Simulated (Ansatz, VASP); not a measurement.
## Ir in VASP and in Ansatz

```
CELL_PARAMETERS angstrom
0.00000 1.91970 1.77572
1.91970 0.00000 1.77572
1.91970 1.91970 0.00000
ATOMIC_POSITIONS crystal
Ir 0.00000 0.00000 0.00000
```

Change from the starting cell: strain -0.0750 x Voigt [0, 0, 1, 0, 0, 0], atoms carried along.

Alike in both runs: task single point; functional PBE; k mesh 22 × 22 × 22; occupations gaussian, width 0.15 eV; no spin polarisation.

```csv
,VASP,Ansatz
version,VASP 6.6.1,Ansatz 0.2.0
potentials or method,"VASP PAW PBE potentials, release 64 (Ir), cutoff 520 eV","scalar-relativistic, plane waves, PAW"
valence electrons in the cell,9,17
```

Ansatz gave:

- gap on the k mesh at the Fermi level (eV): none
- pressure (GPa): 47.7
- traceless stress, the component that is largest in VASP (GPa): 22.50

Problem. Estimate VASP's values.

Solution. gap on the k mesh at the Fermi level (eV): none; pressure (GPa): 48.9; traceless stress, the component that is largest in VASP (GPa): 22.43.

A gap of «none» marks a metal or a gap that the smearing closes. Both programs put the cell under a high pressure, so it lies far from rest at this level. VASP's potentials hold 9 valence electrons a cell and Ansatz's 17, so a difference there can come from the potentials and not from the codes.

Neither program's run includes spin-orbit coupling.
